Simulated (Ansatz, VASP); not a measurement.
One calculation of Sn, two programs

File INCAR:

```
ALGO = Normal
EDIFF = 1E-6
ENCUT = 520
GGA = PE
ISIF = 2
ISMEAR = -1
LASPH = T
LCHARG = T
LELF = T
LREAL = F
LVHAR = T
LWAVE = F
NBANDS = 13
NELM = 60
PREC = Accurate
SIGMA = 0.05
```

KPOINTS

```
k-points
0
Gamma
  13 13 12
```

The input POSCAR:

```
Sn
1.0
    2.4103666776      0.0000000000      0.0000000000
   -1.2051833388      2.0874387752      0.0000000000
    0.0000000000      0.0000000000      2.2651535849
Sn
1
Direct
    0.0000000000      0.0000000000      0.0000000000
```

Input for Ansatz:

```yaml
crystal:
  lattice:
    - [2.4103666776, 0.0, 0.0]
    - [-1.2051833388, 2.0874387752, 0.0]
    - [0.0, 0.0, 2.2651535849]
  atoms:
    - { symbol: Sn, position: [0.0, 0.0, 0.0] }
kpoints:
  mp_grid: { grid: [13, 13, 12] }
scf:
  occupations: { method: fermi_dirac, width: 0.05 }
hamiltonian:
  xc: pbe
  pseudopotentials: { kind: all_electron, datasets: crystal }
output:
  forces: true
  stress: true
  eigenvalues: true
```

Change from the starting cell: volume scaled by 0.4, crystal datasets.

Alike in both runs: task single point; functional PBE; k mesh 13 × 13 × 12; occupations fermi-dirac, width 0.05 eV; no spin polarisation.

|  | VASP | Ansatz |
| --- | --- | --- |
| version | VASP 6.6.1 | Ansatz 0.2.0 |
| potentials or method | VASP PAW PBE potentials, release 64 (Sn_d), cutoff 520 eV | all-electron PAW with datasets made for the crystal, scalar-relativistic |

VASP gave:

- pressure (GPa): 386.3
- traceless stress, the component that is largest in VASP (GPa): 0.35

Q: What did Ansatz give for the same quantities?

A: Pressure (GPa): 384.0; traceless stress, the component that is largest in VASP (GPa): -0.08.

Both programs put the cell under a high pressure, so it lies far from rest at this level. Ansatz ran all-electron here, and VASP with PAW potentials.

Noted on VASP's run: the cell as given lies far from equilibrium.
